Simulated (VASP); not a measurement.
A run of VASP 6.6.1 is set up as follows.

Contents of INCAR:

```
SYSTEM = Sb
PREC = Accurate
ENCUT = 520
EDIFF = 1E-7
ISMEAR = -1
SIGMA = 0.05
LREAL = .False.
LASPH = .True.
NELM = 80
ALGO = Normal
ISIF = 2
LWAVE = .False.
LCHARG = .False.
GGA = PS
IVDW = 12
NBANDS = 8
```

Contents of KPOINTS:

```
Automatic mesh
0
Gamma
  10 10 10
  0 0 0
```

POSCAR

```
Sb
1.0
   -1.8713408863      1.8713408863      1.8713408863
    1.8713408863     -1.8713408863      1.8713408863
    1.8713408863      1.8713408863     -1.8713408863
Sb
1
Direct
    0.0000000000      0.0000000000      0.0000000000
```

Potentials or basis: VASP PAW PBE potentials, release 64 (Sb).

Run with:

```console
$ cat potpaw_PBE.64/Sb/POTCAR > POTCAR
$ mpirun -np 1 vasp_std > vasp.out
```

Q: What does it give for the dispersion energy per atom?

A: -0.521 eV.

Q: Predict the pressure.

A: -3.4 GPa.

Caveat: three body term missing; the PAW data sets were made with another functional, which shifts forces and pressure a little; pairwise dispersion overbinds metals, which lowers pressure and volume.
